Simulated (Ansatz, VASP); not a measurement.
**BN: VASP beside Ansatz**

Contents of INCAR:

```
PREC = Accurate ; ENCUT = 520
EDIFF = 1E-6 ; ISMEAR = 0
SIGMA = 0.05 ; LREAL = False
LASPH = True ; NELM = 60
ALGO = Normal ; ISIF = 2
LWAVE = False ; LCHARG = False
NBANDS = 16
```

File KPOINTS:

```
regular mesh
0
Gamma
  12 12 4
```

The input POSCAR:

```
BN
1.0
    2.3112816974      0.0000000000      0.0000000000
   -1.1556408487      2.0016286652      0.0000000000
    0.0000000000      0.0000000000      6.8062623424
B N
2 2
Direct
    0.3333333333      0.6666666667      0.2500000000
    0.6666666667      0.3333333333      0.7500000000
    0.3333333333      0.6666666667      0.7500000000
    0.6666666667      0.3333333333      0.2500000000
```

Input for Ansatz:

```yaml
crystal:
  lattice:
    - [2.3112816974, 0.0, 0.0]
    - [-1.1556408487, 2.0016286652, 0.0]
    - [0.0, 0.0, 6.8062623424]
  atoms:
    - { symbol: B, position: [0.3333333333, 0.6666666667, 0.25] }
    - { symbol: B, position: [0.6666666667, 0.3333333333, 0.75] }
    - { symbol: "N", position: [0.3333333333, 0.6666666667, 0.75] }
    - { symbol: "N", position: [0.6666666667, 0.3333333333, 0.25] }
basis:
  ecutwfc: 520.0
kpoints:
  mp_grid: { grid: [12, 12, 4] }
hamiltonian:
  xc: lda
  pseudopotentials: { kind: paw, azcp: { folder: soft_1 } }
scf:
  occupations: { method: gaussian, width: 0.05 }
output:
  forces: true
  stress: true
  eigenvalues: true
```

Alike in both runs: task single point; functional LDA; k mesh 12 × 12 × 4; occupations gaussian, width 0.05 eV; no spin polarisation.

|  | VASP | Ansatz |
| --- | --- | --- |
| version | VASP 6.6.1 | Ansatz 0.2.0 |
| potentials or method | VASP PAW LDA potentials, release 64 (B, N), cutoff 520 eV | scalar-relativistic, plane waves, PAW |
| valence electrons in the cell | 16 | 16 |

Ansatz gave:

```
gap on the k mesh at the Fermi level (eV) : 4.47
least direct gap on the mesh (eV)         : 5.09
```

Estimate VASP's values.

gap on the k mesh at the Fermi level (eV): 4.45; least direct gap on the mesh (eV): 5.08.

Ansatz warns that its potentials were made for another functional, while VASP's fit it. LDA's correlation is that of Perdew and Zunger in VASP and of Perdew and Wang (1992) in Ansatz.
